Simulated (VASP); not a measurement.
Here is a VASP 6.6.1 calculation.

INCAR

```
PREC     = Accurate       # precision mode
ENCUT    = 520            # plane-wave cutoff, eV
EDIFF    = 1E-7           # SCF threshold, eV
ISMEAR   = 0              # smearing method
SIGMA    = 0.15           # smearing width, eV
LREAL    = False          # projectors in reciprocal space
LASPH    = True           # aspherical terms in the spheres
NELM     = 80             # most SCF steps
ALGO     = Normal         # electronic algorithm
ISIF     = 2              # what is computed and relaxed
LWAVE    = False          # write WAVECAR
LCHARG   = False          # write CHGCAR
GGA      = CA             # functional
NBANDS   = 14             # bands
```

KPOINTS

```
Automatic mesh
0
Gamma
  16 16 16
```

Contents of POSCAR:

```
TiAl
1.0
    3.4333891200      0.0000000000      0.0000000000
    0.0000000000      3.4333891200      0.0000000000
    0.0000000000      0.0000000000      3.4333891200
Ti Al
1 1
Direct
    0.0000000000      0.0000000000      0.0000000000
    0.5000000000      0.5000000000      0.5000000000
```

Potentials or basis: VASP PAW LDA potentials, release 64 (Ti_sv, Al).

Run with:

```bash
$ cat potpaw_LDA.64/Ti_sv/POTCAR potpaw_LDA.64/Al/POTCAR > POTCAR
$ mpirun -np 1 vasp_std > vasp.out
```

(1) Estimate the pressure.

(2) Predict the band gap on the k mesh.

## Answers

(1) -19.6 GPa.

(2) zero (an odd number of electrons rules out a gap without spin polarisation).

Caveat: the cell differs from its parent crystal (strain +0.080 along x and y, +0.080 along z); the cell stands under tension.
